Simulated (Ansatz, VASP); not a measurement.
**In in VASP and in Ansatz**

Contents of INCAR:

```
SYSTEM = In
ALGO = Normal ; EDIFF = 1E-6
ENCUT = 500 ; GGA = PE
GGA_COMPAT = .FALSE. ; ISIF = 2
ISMEAR = -1 ; LASPH = .TRUE.
LCHARG = .FALSE. ; LREAL = .FALSE.
LWAVE = .FALSE. ; NBANDS = 12
NELM = 120 ; PREC = Accurate
SIGMA = 0.1
```

The input KPOINTS:

```
k-points
0
G
  9 9 9
  0 0 0
```

File POSCAR:

```
In
1.0
   -1.8484446369      1.8484446369      1.8484446369
    1.8484446369     -1.8484446369      1.8484446369
    1.8484446369      1.8484446369     -1.8484446369
In
1
Direct
    0.0000000000      0.0000000000      0.0000000000
```

Input for Ansatz:

```yaml
crystal:
  lattice:
    - [-1.8484446368800345, 1.8484446368800345, 1.8484446368800345]
    - [1.8484446368800345, -1.8484446368800345, 1.8484446368800345]
    - [1.8484446368800345, 1.8484446368800345, -1.8484446368800345]
  atoms:
    - { symbol: In, position: [0.0, 0.0, 0.0] }
basis:
  ecutwfc: 450.0
kpoints:
  mp_grid:
    grid: [9, 9, 9]
hamiltonian:
  xc: pbe
  pseudopotentials:
    kind: paw
scf:
  occupations:
    method: fermi_dirac
    width: 0.1
output:
  stress: true
```

Alike in both runs: task single point; functional PBE; k mesh 9 × 9 × 9; occupations fermi-dirac, width 0.1 eV; no spin polarisation.

```csv
,VASP,Ansatz
version,VASP 6.6.1,Ansatz 0.2.0
potentials or method,"VASP PAW PBE potentials, release 64 (In_d), cutoff 500 eV","plane waves, PAW"
valence electrons in the cell,13,13
```

```csv
,VASP,Ansatz,Ansatz less VASP
pressure (GPa),4.4,4.4,+0.03
```
